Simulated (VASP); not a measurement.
## Ta: single point with PBEsol

Ta:

```
CELL_PARAMETERS angstrom
-1.65128 1.65128 1.65128
1.65128 -1.65128 1.65128
1.65128 1.65128 -1.65128
ATOMIC_POSITIONS crystal
Ta 0.00000 0.00000 0.00000
```

```
Program             : VASP 6.6.1
Task                : single point
Functional          : PBEsol
Potentials or basis : VASP PAW PBE potentials, release 64 (Ta_pv)
Cutoff              : 520 eV
k mesh              : 8 × 8 × 8
Occupations         : fermi-dirac, width 0.05 eV
Spin                : non-collinear spin, zero start, spin-orbit coupling
Starting moments    : [[0.0, 0.0, 0.0]] μB
```

```json
{"Pressure": "-5.6 GPa", "Net moment": "0.00 μB per cell", "Valence electrons inside the program's atomic spheres": "Ta 8.95"}
```

Moments on the atoms (μB; x, y, z):
```
Ta  0.00 0.00 0.00
```

Wall time 36 s on 1 thread of AMD EPYC 7R13 (shared host), peak memory 0.17 GiB.

Caveat: the PAW data sets were made with another functional, which shifts forces and pressure a little.
